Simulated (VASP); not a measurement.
Wanted: the native input for a VASP 6.6.1 run.

| Item | Value |
| --- | --- |
| Task | single point |
| Functional | r2SCAN |
| Potentials or basis | VASP PAW PBE potentials, release 64 (Ti_sv, O_h) |
| Cutoff | 1480 eV |
| k mesh | 9 × 9 × 5 |
| Occupations | gaussian, width 0.1 eV |
| Spin | no spin polarisation |
| Dipole correction | no |
| Further INCAR settings | ALGO = Normal; EDIFF = 1e-06; NBANDS = 22 |

Crystal: Ti2O.

```
Ti O
1.0
     2.91940    0.00000    0.00000
    -1.45970    2.52827    0.00000
     0.00000    0.00000    4.71300
Ti O
2 1
Direct
  0.66667 0.33333 0.27874
  0.33333 0.66667 0.72126
  0.00000 0.00000 0.00000
```

These files were run (other wordings do the same):

POSCAR

```
Ti2O
1.0
    2.9193980238      0.0000000000      0.0000000000
   -1.4596990119      2.5282728524      0.0000000000
    0.0000000000      0.0000000000      4.7130000000
Ti O
2 1
Direct
    0.6666666667      0.3333333333      0.2787400000
    0.3333333333      0.6666666667      0.7212600000
    0.0000000000      0.0000000000      0.0000000000
```

INCAR.step1

```
SYSTEM = Ti2O
PREC = Accurate
ENCUT = 1480
ISMEAR = 0
SIGMA = 0.1
LREAL = .FALSE.
LASPH = .TRUE.
NELM = 120
NBANDS = 22
GGA = PE
ALGO = Normal
EDIFF = 1E-5
LWAVE = .TRUE.
LCHARG = .FALSE.
GGA_COMPAT = .FALSE.
```

INCAR.step2

```
SYSTEM = Ti2O
PREC = Accurate
ENCUT = 1480
EDIFF = 1E-6
ISMEAR = 0
SIGMA = 0.1
LREAL = .FALSE.
LASPH = .TRUE.
NELM = 120
ALGO = Normal
ISIF = 2
LWAVE = .FALSE.
LCHARG = .FALSE.
METAGGA = R2SCAN
LMIXTAU = .TRUE.
NBANDS = 22
ISTART = 1
GGA_COMPAT = .FALSE.
```

KPOINTS

```
Automatic mesh
0
G
  9 9 5
  0 0 0
```

Potentials or basis: VASP PAW PBE potentials, release 64 (Ti_sv, O_h).

The run is started by

```bash
$ cat potpaw_PBE.64/Ti_sv/POTCAR potpaw_PBE.64/O_h/POTCAR > POTCAR
$ cp INCAR.step1 INCAR
$ mpirun -np 1 vasp_std > vasp.out
$ cp INCAR.step2 INCAR
$ mpirun -np 1 vasp_std > vasp.out
```

Results of the run:

```
Pressure               : 10.1 GPa
Largest force          : 1.026 eV/Å
Band gap on the k mesh : zero (bands 15 and 16 overlap by 0.72 eV)
```

Caveat: the stress differs along the axes, from 8 to 15 GPa; the PAW data sets were made with another functional, which shifts forces and pressure a little.

Run time: 10 min on 1 thread of Intel(R) Xeon(R) Platinum 8488C (Sapphire Rapids), with other jobs on the host, peak memory 0.44 GiB.
